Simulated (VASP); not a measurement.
Wanted: the native input for a VASP 6.6.1 run.

```
Task                   : relaxation of cell and atoms
Functional             : PBE
Potentials or basis    : VASP PAW PBE potentials, release 64 (Al, Co)
Cutoff                 : 600 eV
k mesh                 : 6 × 6 × 6
Occupations            : gaussian, width 0.1 eV
Spin                   : no spin polarisation
Dipole correction      : no
Further INCAR settings : ALGO = Normal; EDIFF = 1e-07; IBRION = 2; EDIFFG = -0.04; NSW = 90; ISIF = 3
```

The structure of AlCo2 lies in POSCAR:

```
AlCo2
1.0
    3.9470089128      0.0000000000      0.0000000000
   -1.9735044564      3.4182099874      0.0000000000
    0.0000000000      0.0000000000      2.5732450590
Al Co
1 2
Direct
    0.0000000000      0.0000000000      0.0000000000
    0.3333333333      0.6666666667      0.5000000000
    0.6666666667      0.3333333333      0.5000000000
```

One way to write it, as run:

INCAR

```
SYSTEM = AlCo2
PREC = Accurate ; ENCUT = 600
EDIFF = 1E-7 ; ISMEAR = 0
SIGMA = 0.1 ; LREAL = .False.
LASPH = .True. ; NELM = 80
ALGO = Normal ; ISIF = 3
LWAVE = .False. ; LCHARG = .False.
GGA = PE ; IBRION = 2
NSW = 90 ; EDIFFG = -0.04
```

KPOINTS

```
Automatic mesh
0
Gamma
  6 6 6
  0 0 0
```

Potentials or basis: VASP PAW PBE potentials, release 64 (Al, Co).

The run is started by

```bash
$ cat potpaw_PBE.64/Al/POTCAR potpaw_PBE.64/Co/POTCAR > POTCAR
$ mpirun -np 1 vasp_std > vasp.out
```

It gave:

```json
{
  "Relaxed volume": "11.63 Å³/atom",
  "Relaxed cell": "a = 3.941 Å, b = 3.941 Å, c = 2.595 Å, α = 90.00°, β = 90.00°, γ = 120.00°",
  "Space group after relaxing (to 0.05 Å)": "P6/mmm (No. 191)",
  "Energy gained by relaxing": "0.7 meV/atom",
  "Ionic steps": "4",
  "Pressure after relaxing": "0.2 GPa"
}
```

Caveat: the k points lie up to 0.40 Å⁻¹ apart in the final cell.

Run time: 75 s on 1 thread of Intel Xeon 8259CL, on a shared host, peak memory 0.17 GiB.
